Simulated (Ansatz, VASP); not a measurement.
Given: the input of a run of VASP 6.6.1 on BeTe.

The input INCAR:

```
ALGO = Normal
EDIFF = 1E-6
ENCUT = 520
GGA = PE
ISIF = 2
ISMEAR = 0
LASPH = True
LCHARG = False
LREAL = False
LWAVE = False
NBANDS = 11
NELM = 60
PREC = Accurate
SIGMA = 0.1
```

File KPOINTS:

```
k-points
0
Gamma
  8 8 8
```

The input POSCAR:

```
BeTe
1.0
    0.0000000000      2.7700000000      2.7700000000
    2.7700000000      0.0000000000      2.7700000000
    2.7700000000      2.7700000000      0.0000000000
Te Be
1 1
Direct
    0.7500000000      0.7500000000      0.7500000000
    0.0000000000      0.0000000000      0.0000000000
```

Potentials or basis: VASP PAW PBE potentials, release 64 (Te, Be).

The run is started by

```bash
$ cat potpaw_PBE.64/Te/POTCAR potpaw_PBE.64/Be/POTCAR > POTCAR
$ mpirun -np 1 vasp_std > vasp.out
```

**Question.** Translate it to Ansatz 0.2.0. Potentials there: all-electron LAPW, scalar-relativistic.

**Answer.** As run (the cutoff follows the program's own potentials):

The input input.yaml:

```yaml
crystal:
  lattice:
    - [0.0, 2.77, 2.77]
    - [2.77, 0.0, 2.77]
    - [2.77, 2.77, 0.0]
  atoms:
    - { symbol: Te, position: [0.75, 0.75, 0.75] }
    - { symbol: Be, position: [0.0, 0.0, 0.0] }
kpoints:
  mp_grid: { grid: [8, 8, 8] }
scf:
  occupations: { method: gaussian, width: 0.1 }
hamiltonian:
  xc: pbe
  pseudopotentials: { kind: all_electron, lapw: { basis_error: 0.001 } }
output:
  forces: true
  stress: true
  eigenvalues: true
```

Potentials or basis: all-electron LAPW, scalar-relativistic.

The run is started by

```console
$ ansatz run input.yaml --threads 1 --pin off --max-ram 3072MiB --backend cpu --events-out ev --progress --plain --runs-dir out
```

Both were run:

|  | VASP | Ansatz | Ansatz less VASP |
| --- | --- | --- | --- |
| gap on the k mesh at the Fermi level (eV) | 1.85 | 1.86 | +0.016 |
| least direct gap on the mesh (eV) | 3.56 | 3.59 | +0.022 |
| pressure (GPa) | 4.5 | 4.3 | -0.18 |

Ansatz ran all-electron here, and VASP with PAW potentials.

Spin-orbit coupling is off throughout.
